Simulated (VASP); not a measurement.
# Cd (Im-3m) in VASP: density of states with LDA

Aim: the density of states of Cd with LDA.

Program: VASP 6.6.1. These are calculated values, not measurements. Logs are shortened: lines on timing, memory, paths and dates and some standing lists are left out, and cuts for length are marked.

**1. The cell of the first run**

It takes space group Im-3m (No. 229, cubic). The conventional cell has a = 3.427 Å, b = 3.427 Å, c = 3.427 Å, α = 90.00°, β = 90.00°, γ = 90.00°. Within 3.9 Å of Cd (site symmetry m-3m) lie 14 Cd at 2.97 to 3.43 Å.

**2. Density of states, LDA**

The input, POSCAR:

```
Cd
1.0
   -1.7136145737      1.7136145737      1.7136145737
    1.7136145737     -1.7136145737      1.7136145737
    1.7136145737      1.7136145737     -1.7136145737
Cd
1
Direct
    0.0000000000      0.0000000000      0.0000000000
```

The input, INCAR.step1:

```
SYSTEM = Cd
PREC = Accurate ; ENCUT = 520
EDIFF = 1E-6 ; ISMEAR = 1
SIGMA = 0.05 ; LREAL = .FALSE.
LASPH = .TRUE. ; NELM = 60
ALGO = Normal ; ISIF = 2
LWAVE = .FALSE. ; LCHARG = .TRUE.
NBANDS = 12
```

The input, KPOINTS.step1:

```
regular mesh
0
G
  12 12 12
  0 0 0
```

The input, INCAR.step2:

```
SYSTEM = Cd
PREC = Accurate ; ENCUT = 520
EDIFF = 1E-6 ; ISMEAR = -5
SIGMA = 0.05 ; LREAL = .FALSE.
LASPH = .TRUE. ; NELM = 60
ALGO = Normal ; ISIF = 2
LWAVE = .FALSE. ; LCHARG = .FALSE.
LORBIT = 10 ; NBANDS = 12
NEDOS = 1001 ; ICHARG = 11
```

The input, KPOINTS.step2:

```
regular mesh
0
G
  18 18 18
  0 0 0
```

Potentials or basis: VASP PAW LDA potentials, release 64 (Cd).

Started as:

```sh
$ cat potpaw_LDA.64/Cd/POTCAR > POTCAR
$ cp INCAR.step1 INCAR
$ cp KPOINTS.step1 KPOINTS
$ mpirun -np 1 vasp_std > vasp.out
$ cp INCAR.step2 INCAR
$ cp KPOINTS.step2 KPOINTS
$ mpirun -np 1 vasp_std > vasp.out
```

OUTCAR:

```text
SYSTEM = Cd
   PREC = Accurate
   ENCUT = 520
   EDIFF = 1E-6
   ISMEAR = -5
   LREAL = .FALSE.
   LASPH = .TRUE.
   NELM = 60
   ISIF = 2
   LORBIT = 10
   ICHARG = 11

 ion  position               nearest neighbor table
   1  0.000  0.000  0.000-

  LATTYP: Found a body centered cubic cell.
 ALAT       =     3.4272291474

  Lattice vectors:

 A1 = (  -1.7136145737,   1.7136145737,   1.7136145737)
 A2 = (   1.7136145737,  -1.7136145737,   1.7136145737)
 A3 = (   1.7136145737,   1.7136145737,  -1.7136145737)

Analysis of symmetry for initial positions (statically):
=====================================================================
 Subroutine PRICEL returns:
 Original cell was already a primitive cell.

 Routine SETGRP: Setting up the symmetry group for a
 body centered cubic supercell.

 Subroutine GETGRP returns: Found 48 space group operations
 (whereof 48 operations were pure point group operations)
 out of a pool of 48 trial point group operations.

The static configuration has the point symmetry O_h .

Analysis of symmetry for dynamics (positions and initial velocities):
=====================================================================
 Subroutine PRICEL returns:
 Original cell was already a primitive cell.

 Routine SETGRP: Setting up the symmetry group for a
 body centered cubic supercell.

 Subroutine GETGRP returns: Found 48 space group operations
 (whereof 48 operations were pure point group operations)
 out of a pool of 48 trial point group operations.

The dynamic configuration has the point symmetry O_h .

 Subroutine INISYM returns: Found 48 space group operations
 (whereof 48 operations are pure point group operations),
 and found     1 'primitive' translations

----------------------------------------------------------------------------------------

                                     Primitive cell

  volume of cell :      20.1279

  direct lattice vectors                    reciprocal lattice vectors
    -1.713614574  1.713614574  1.713614574     0.000000000  0.291780899  0.291780899
     1.713614574 -1.713614574  1.713614574     0.291780899  0.000000000  0.291780899
     1.713614574  1.713614574 -1.713614574     0.291780899  0.291780899  0.000000000

  length of vectors
     2.968067506  2.968067506  2.968067506     0.412640504  0.412640504  0.412640504

  position of ions in fractional coordinates (direct lattice)
     0.000000000  0.000000000  0.000000000

  ion indices of the primitive-cell ions
   primitive index   ion index
                 1           1

----------------------------------------------------------------------------------------

 KPOINTS: regular mesh
[... 86 lines left out ...]
   EFERMI_NEDOS =   21; number of points for ismear=-14 and -15
   IALGO  =     38    algorithm
   IMIX   =      4    mixing-type and parameters
     AMIX     =   0.40;   BMIX     =  1.00
     AMIX_MAG =   1.60;   BMIX_MAG =  1.00
  volume/ion in A,a.u.               =      20.13       135.83
  Fermi-wavevector in a.u.,A,eV,Ry     =   1.377851  2.603760 25.830280  1.898472
  Thomas-Fermi vector in A             =   2.502966
   LORBIT       =     10    0 simple, 1 ext, 2 COOP (PROOUT), +10 PAW based schemes
   GGA     = CA    functional components
   LHFCALC =     F    Hartree Fock is set to
   AEXX    =    0.0000 exact exchange contribution
   IVDW    =     0    specifies the selected vdW correction
   LEPSILON=     F    determine dielectric tensor
   LRPA    =     F    only Hartree local field effects (RPA)
 non-spin polarized calculation
 Fermi weights with tetrahedron method with Bloechl corrections
  energy-cutoff  :      520.00
  volume of cell :       20.13
 maximum number of plane-waves:       559
 NGX is ok and might be reduce to    24

 number of electron      12.0000006 magnetization

 Free energy of the ion-electron system (eV)
  ---------------------------------------------------
  ext. energy  EPLUGINS =         0.00000000
  ---------------------------------------------------
  free energy    TOTEN  =        -1.43434669 eV

  energy without entropy =       -1.43434669  energy(sigma->0) =       -1.43434669

 E-fermi :   3.4161     XC(G=0): -11.7628

 val. band max:        3.6862074993   @ k =   0.3333   0.2778   0.0556
 cond. band min:       3.3257860556   @ k =   0.5000   0.5000   0.2222
 fundamental gap:     -0.3604214437
 Fermi energy:         3.4161178042

 k-point     1 :       0.0000    0.0000    0.0000
  band No.  band energies     occupation
      1      -6.2296      2.00000
      2      -6.1987      2.00000
      3      -6.1987      2.00000
      4      -6.1987      2.00000
      5      -5.4213      2.00000
      6      -5.4213      2.00000
      7      19.2553      0.00000
      8      19.2553      0.00000
      9      19.2553      0.00000
     10      20.7316      0.00000
     11      20.7316      0.00000
     12      20.7316      0.00000
[... 331 lines left out ...]
 k-point    24 :       0.3889    0.1111    0.0000
  band No.  band energies     occupation
      1      -6.6615      2.00000
      2      -6.5255      2.00000
      3      -5.4867      2.00000
      4      -5.4455      2.00000
      5      -5.0518      2.00000
      6       0.2468      2.00000
      7       3.8245      0.21518
      8      11.0921      0.00000
      9      13.4863      0.00000
     10      18.5688      0.00000
     11      20.9740      0.00000
     12      23.8442      0.00000

 [... further k-points ...]

------------------------ aborting loop because EDIFF is reached ----------------------------------------

  FORCE on cell =-STRESS in cart. coord.  units (eV):
  Direction    XX          YY          ZZ          XY          YZ          ZX
  --------------------------------------------------------------------------------------
  -------------------------------------------------------------------------------------
  Total       -0.0260747     -0.0260747     -0.0260747     -0.0000000     -0.0000000      0.0000000
  in kB       -2.0755346     -2.0755346     -2.0755346     -0.0000000     -0.0000000      0.0000000
  external PRESSURE =      -2.0755346 kB  Pullay stress =       0.0000000 kB

 VOLUME and BASIS-vectors are now :
 -----------------------------------------------------------------------------
  energy-cutoff  :      520.00
  volume of cell :       20.13
      direct lattice vectors                 reciprocal lattice vectors
    -1.713614574  1.713614574  1.713614574     0.000000000  0.291780899  0.291780899
     1.713614574 -1.713614574  1.713614574     0.291780899  0.000000000  0.291780899
     1.713614574  1.713614574 -1.713614574     0.291780899  0.291780899  0.000000000

 POSITION                                       TOTAL-FORCE (eV/Angst)
 -----------------------------------------------------------------------------------
      0.00000      0.00000      0.00000        -0.000000     -0.000000      0.000000
 -----------------------------------------------------------------------------------
    total drift:                               -0.000000      0.000000     -0.000000

  FREE ENERGIE OF THE ION-ELECTRON SYSTEM (eV)
  ---------------------------------------------------
  free  energy   TOTEN  =        -1.4343466852 eV

  energy  without entropy=       -1.4343466852  energy(sigma->0) =       -1.43434669

 total charge

# of ion       s       p       d       tot
------------------------------------------
    1        0.545   0.325   9.481  10.352
```

OUTCAR.step1:

```text
SYSTEM = Cd
   PREC = Accurate
   ENCUT = 520
   EDIFF = 1E-6
   ISMEAR = 1
   LREAL = .FALSE.
   LASPH = .TRUE.
   NELM = 60
[... 576 lines left out ...]
 -----------------------------------------------------------------------------------
      0.00000      0.00000      0.00000         0.000000     -0.000000     -0.000000
 -----------------------------------------------------------------------------------
    total drift:                                0.000000      0.000000     -0.000000

  FREE ENERGIE OF THE ION-ELECTRON SYSTEM (eV)
  ---------------------------------------------------
  free  energy   TOTEN  =        -1.4298987692 eV

  energy  without entropy=       -1.4295862384  energy(sigma->0) =       -1.42979459
```

OSZICAR.step1:

```text
N       E                     dE             d eps       ncg     rms          rms(c)
DAV:   1     0.727268998369E+02    0.72727E+02   -0.69955E+03  1816   0.101E+03
DAV:   2    -0.208589696084E+00   -0.72935E+02   -0.69317E+02  1920   0.243E+02
DAV:   3    -0.150795853311E+01   -0.12994E+01   -0.12987E+01  1988   0.365E+01
DAV:   4    -0.150963282163E+01   -0.16743E-02   -0.16742E-02  1980   0.131E+00
DAV:   5    -0.150963693332E+01   -0.41117E-05   -0.41117E-05  1956   0.646E-02    0.400E+00
DAV:   6    -0.143926753826E+01    0.70369E-01   -0.16657E-01  1964   0.537E+00    0.305E+00
DAV:   7    -0.143128021959E+01    0.79873E-02   -0.12924E-02  1960   0.114E+00    0.144E+00
DAV:   8    -0.142989168376E+01    0.13885E-02   -0.15596E-03  1856   0.560E-01    0.507E-02
DAV:   9    -0.142989765094E+01   -0.59672E-05   -0.30107E-06  1964   0.143E-02    0.135E-02
DAV:  10    -0.142989877227E+01   -0.11213E-05   -0.12686E-06  1120   0.143E-02    0.808E-04
DAV:  11    -0.142989876918E+01    0.30914E-08   -0.20293E-08   960   0.157E-03
   1 F= -.14298988E+01 E0= -.14297946E+01  d E =-.312531E-03
```

It took 18 s on 1 thread of Intel Xeon Platinum 8488C (Sapphire Rapids), shared host; peak memory 0.17 GiB.

What came out:

| Property | Result |
| --- | --- |
| Valence electrons inside the program's atomic spheres | Cd 10.35 |

Caveat: tetrahedron occupations give inexact forces and stress in metals.
